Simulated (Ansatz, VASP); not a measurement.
# MgO: VASP beside Ansatz

```xyz
4
Lattice="3.4864 0.0000 0.0000 -1.7432 3.0193 0.0000 0.0000 0.0000 4.8047" Properties=species:S:1:pos:R:3 pbc="T T T"
Mg    1.7432    1.0064    3.6036
Mg    0.0000    2.0129    1.2012
O     1.7432    1.0064    1.2012
O     0.0000    2.0129    3.6036
```

Change from the starting cell: strain +0.1500 x Voigt [0, 0, 1, 0, 0, 0], atoms carried along.

Alike in both runs: task single point; functional PBEsol; k mesh 9 × 9 × 6; occupations gaussian, width 0.05 eV; no spin polarisation.

```csv
,VASP,Ansatz
version,VASP 6.6.1,Ansatz 0.2.0
potentials or method,"VASP PAW PBE potentials, release 64 (Mg, O), cutoff 520 eV","scalar-relativistic, plane waves, PAW"
valence electrons in the cell,16,32
```

```csv
,VASP,Ansatz,Ansatz less VASP
gap on the k mesh at the Fermi level (eV),2.46,2.47,+0.006
least direct gap on the mesh (eV),2.46,2.47,+0.006
pressure (GPa),-10.7,-10.4,+0.38
"traceless stress, the component that is largest in VASP (GPa)",-5.45,-5.44,+0.009
```

VASP's potentials were made for PBE, not for PBEsol. With one functional, cell and mesh, what is left measures potentials, basis and numerics. VASP's potentials hold 16 valence electrons a cell and Ansatz's 32, so a difference there can come from the potentials and not from the codes.
